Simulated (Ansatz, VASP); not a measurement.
# One calculation of Pt, two programs

```xyz
1
Lattice="0.0000 1.9591 1.9591 1.9591 0.0000 1.9591 1.9591 1.9591 0.0000" Properties=species:S:1:pos:R:3 pbc="T T T"
Pt    0.0000    0.0000    0.0000
```

Alike in both runs: functional PBEsol; k mesh 24 × 24 × 24; occupations gaussian, width 0.1 eV; no spin polarisation.

Ansatz relaxed the structure, and its values are those at the end. VASP's run is a single point on that final structure, the one shown.

|  | VASP | Ansatz |
| --- | --- | --- |
| version | VASP 6.6.1 | Ansatz 0.2.0 |
| potentials or method | VASP PAW PBE potentials, release 64 (Pt), cutoff 520 eV | scalar-relativistic, plane waves, PAW |
| valence electrons in the cell | 10 | 18 |

|  | VASP | Ansatz | Ansatz less VASP |
| --- | --- | --- | --- |
| gap on the k mesh at the Fermi level (eV) | none | none | - |
| pressure (GPa) | -0.4 | 0.0 | +0.42 |

VASP's potentials were made for PBE, not for PBEsol. A gap of «none» marks a metal or a gap that the smearing closes. VASP's potentials hold 10 valence electrons a cell and Ansatz's 18, so a difference there can come from the potentials and not from the codes.

Neither program's run includes spin-orbit coupling.
